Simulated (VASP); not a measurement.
# Ir4F in VASP: single point with PBE

Aim: the single point of Ir4F with PBE.

Program: VASP 6.6.1. These are calculated values, not measurements. Logs are shortened: lines on timing, memory, paths and dates and some standing lists are left out, and cuts for length are marked.

**1. The cell of the first run**

The cell holds a slab with vacuum, 5 atoms: a = 2.737 Å, b = 3.870 Å, c = 19.460 Å, α = 90.00°, β = 90.00°, γ = 90.00°.

**2. Single point, PBE**

The input, INCAR:

```
SYSTEM = Ir4F
  PREC = Accurate
  ENCUT = 520
  EDIFF = 1E-6
  ISMEAR = 0
  SIGMA = 0.1
  LREAL = .FALSE.
  LASPH = .TRUE.
  NELM = 120
  ALGO = Normal
  ISIF = 2
  LWAVE = .FALSE.
  LCHARG = .TRUE.
  LDIPOL = .TRUE.
  IDIPOL = 3
  DIPOL = 0.5 0.5 0.348
  GGA = PE
  LELF = .TRUE.
  LVHAR = .TRUE.
  LVACPOTAV = .TRUE.
  NBANDS = 46
  GGA_COMPAT = .FALSE.
  NELMDL = -8
```

The input, KPOINTS:

```
Automatic mesh
0
G
  10 7 1
  0 0 0
```

The input, POSCAR:

```
Ir4F
1.0
    2.7367600872      0.0000000000      0.0000000000
    0.0000000000      3.8703632323      0.0000000000
    0.0000000000      0.0000000000     19.4599433740
Ir F
4 1
Direct
    0.5000000000      0.5000000000      0.2055504440
    0.0000000000      0.0000000000      0.2758682253
    0.5000000000      0.5000000000      0.3454282602
    0.0000000000      0.0000000000      0.4090424736
    0.0000000000      0.0000000000      0.5060571397
```

Potentials or basis: VASP PAW PBE potentials, release 64 (Ir_sv_GW, F).

Run with:

```sh
cat potpaw_PBE.64/Ir_sv_GW/POTCAR potpaw_PBE.64/F/POTCAR > POTCAR
mpirun -np 1 vasp_std > vasp.out
```

OUTCAR:

```text
SYSTEM = Ir4F
   PREC = Accurate
   ENCUT = 520
   EDIFF = 1E-6
   ISMEAR = 0
   LREAL = .FALSE.
   LASPH = .TRUE.
   NELM = 120
   ISIF = 2
   GGA = PE
   NELMDL = -8

 ion  position               nearest neighbor table
   1  0.500  0.500  0.206-   3 2.72   2 2.74   2 2.74   2 2.74   2 2.74
   2  0.000  0.000  0.276-   4 2.59   3 2.73   3 2.73   3 2.73   3 2.73   1 2.74   1 2.74   1 2.74
                             1 2.74
   3  0.500  0.500  0.345-   4 2.67   4 2.67   4 2.67   4 2.67   1 2.72   2 2.73   2 2.73   2 2.73
                             2 2.73
   4  0.000  0.000  0.409-   5 1.89   2 2.59   3 2.67   3 2.67   3 2.67   3 2.67
   5  0.000  0.000  0.506-   4 1.89

  LATTYP: Found a simple orthorhombic cell.
 ALAT       =     2.7367600872
 B/A-ratio  =     1.4142135624
 C/A-ratio  =     7.1105770159

  Lattice vectors:

 A1 = (   2.7367600872,   0.0000000000,   0.0000000000)
 A2 = (   0.0000000000,   3.8703632323,   0.0000000000)
 A3 = (   0.0000000000,   0.0000000000,  19.4599433740)

Analysis of symmetry for initial positions (statically):
=====================================================================
 Subroutine PRICEL returns:
 Original cell was already a primitive cell.

 Routine SETGRP: Setting up the symmetry group for a
 simple orthorhombic supercell.

 Subroutine GETGRP returns: Found  4 space group operations
 (whereof  4 operations were pure point group operations)
 out of a pool of  8 trial point group operations.

The static configuration has the point symmetry C_2v.

Analysis of symmetry for dynamics (positions and initial velocities):
=====================================================================
 Subroutine PRICEL returns:
 Original cell was already a primitive cell.

 Routine SETGRP: Setting up the symmetry group for a
 simple orthorhombic supercell.

 Subroutine GETGRP returns: Found  4 space group operations
 (whereof  4 operations were pure point group operations)
 out of a pool of  8 trial point group operations.

The dynamic configuration has the point symmetry C_2v.

 Subroutine INISYM returns: Found  4 space group operations
 (whereof  4 operations are pure point group operations),
 and found     1 'primitive' translations

----------------------------------------------------------------------------------------

                                     Primitive cell
[... 99 lines left out ...]
   NSW    =      0    number of steps for IOM
   IBRION =     -1    ionic relax: 0-MD 1-quasi-New 2-CG
   NFREE  =      0    steps in history (QN), initial steepest desc. (CG)
   ISIF   =      2    stress and relaxation
   ISYM   =      2    0-nonsym 1-usesym 2-fastsym
   POTIM  = 0.5000    time-step for ionic-motion
   TEBEG  =    0.0;   TEEND  =   0.0 temperature during run
   PSTRESS=    0.0 pullay stress
   NELECT =      75.0000    total number of electrons
   NUPDOWN=      -1.0000    fix difference up-down
   EMIN   =  10.00;   EMAX   =-10.00  energy-range for DOS
   EFERMI =   0.00;   METHOD = LEGACY
   ISMEAR =     0;   SIGMA  =   0.10  broadening in eV -4-tet -1-fermi 0-gaus
   EFERMI_NEDOS =   21; number of points for ismear=-14 and -15
   IALGO  =     38    algorithm
   IMIX   =      4    mixing-type and parameters
     AMIX     =   0.40;   BMIX     =  1.00
     AMIX_MAG =   1.60;   BMIX_MAG =  1.00
  volume/ion in A,a.u.               =      41.22       278.20
  Fermi-wavevector in a.u.,A,eV,Ry     =   1.168742  2.208602 18.584979  1.365957
  Thomas-Fermi vector in A             =   2.305224
   LORBIT       =      0    0 simple, 1 ext, 2 COOP (PROOUT), +10 PAW based schemes
   GGA     = PE    functional components
   LHFCALC =     F    Hartree Fock is set to
   AEXX    =    0.0000 exact exchange contribution
   IVDW    =     0    specifies the selected vdW correction
   LEPSILON=     F    determine dielectric tensor
   LRPA    =     F    only Hartree local field effects (RPA)
 non-spin polarized calculation
 Gauss-broadening in eV      SIGMA  =   0.10
  energy-cutoff  :      520.00
  volume of cell :      206.12
 maximum number of plane-waves:      5602
   NGX = 11   NGY = 15   NGZ = 73

 dipolmoment           0.000000      0.000000     -0.000004 electrons x Angstroem

 number of electron      75.0000008 magnetization

 dipolmoment           0.000000      0.000000      0.171662 electrons x Angstroem

 Free energy of the ion-electron system (eV)
  ---------------------------------------------------
  ext. energy  EPLUGINS =         0.00000000
  ---------------------------------------------------
  free energy    TOTEN  =       -38.23089565 eV

  energy without entropy =      -38.19649197  energy(sigma->0) =      -38.21369381

 E-fermi :  -0.8833     XC(G=0):  -5.5255

 val. band max:       -0.8870003233   @ k =   0.0000   0.0000   0.0000
 cond. band min:      -0.8827621119   @ k =   0.2000   0.1429   0.0000
 fundamental gap:      0.0042382114
 Fermi energy:        -0.8833086587

 k-point     1 :       0.0000    0.0000    0.0000
  band No.  band energies     occupation
      1     -93.8257      2.00000
      2     -93.7279      2.00000
      3     -93.5807      2.00000
      4     -92.7820      2.00000
      5     -50.9236      2.00000
      6     -50.8905      2.00000
[... 1165 lines left out ...]
     45       5.8508      0.00000
     46       6.3199      0.00000

------------------------ aborting loop because EDIFF is reached ----------------------------------------

  FORCE on cell =-STRESS in cart. coord.  units (eV):
  Direction    XX          YY          ZZ          XY          YZ          ZX
  --------------------------------------------------------------------------------------
  -------------------------------------------------------------------------------------
  Total       -6.6973375     -5.5407442     -0.6390966      0.0000000      0.0000000      0.0000000
  in kB      -52.0574321    -43.0674000     -4.9676052      0.0000000      0.0000000      0.0000000
  external PRESSURE =     -33.3641458 kB  Pullay stress =       0.0000000 kB

 VOLUME and BASIS-vectors are now :
 -----------------------------------------------------------------------------
  energy-cutoff  :      520.00
  volume of cell :      206.12
      direct lattice vectors                 reciprocal lattice vectors
     2.736760087  0.000000000  0.000000000     0.365395566  0.000000000  0.000000000
     0.000000000  3.870363232  0.000000000     0.000000000  0.258373682  0.000000000
     0.000000000  0.000000000 19.459943374     0.000000000  0.000000000  0.051387611

 POSITION                                       TOTAL-FORCE (eV/Angst)
 -----------------------------------------------------------------------------------
      1.36838      1.93518      4.00000         0.000000      0.000000      0.960448
      0.00000      0.00000      5.36838         0.000000      0.000000     -1.462590
      1.36838      1.93518      6.72201         0.000000      0.000000     -0.119564
      0.00000      0.00000      7.95994         0.000000      0.000000      0.486392
      0.00000      0.00000      9.84784         0.000000      0.000000      0.135313
 -----------------------------------------------------------------------------------
    total drift:                                0.000000      0.000000     -0.000354

  FREE ENERGIE OF THE ION-ELECTRON SYSTEM (eV)
  ---------------------------------------------------
  free  energy   TOTEN  =       -38.2308956486 eV

  energy  without entropy=      -38.1964919669  energy(sigma->0) =      -38.21369381

 vacuum level on the upper side and lower side of the slab         7.044         4.111
```

It took 16 min on 1 thread of Intel Xeon Platinum 8375C at 2.90GHz (Ice Lake), shared host; peak memory 0.39 GiB.

What came out:

```yaml
Free_energy: -38.2309 eV
Largest_force: 1.463 eV/Å
Band_gap_on_the_k_mesh: zero (an odd number of electrons rules out a gap without spin polarisation)
```

Forces in eV/Å, atoms in the order of the input:
```
Ir   0.000  0.000  0.960
Ir   0.000  0.000 -1.463
Ir   0.000  0.000 -0.120
Ir   0.000  0.000  0.486
F    0.000  0.000  0.135
```

Caveat: spin-orbit coupling is left out, which moves the levels of the heavy elements.
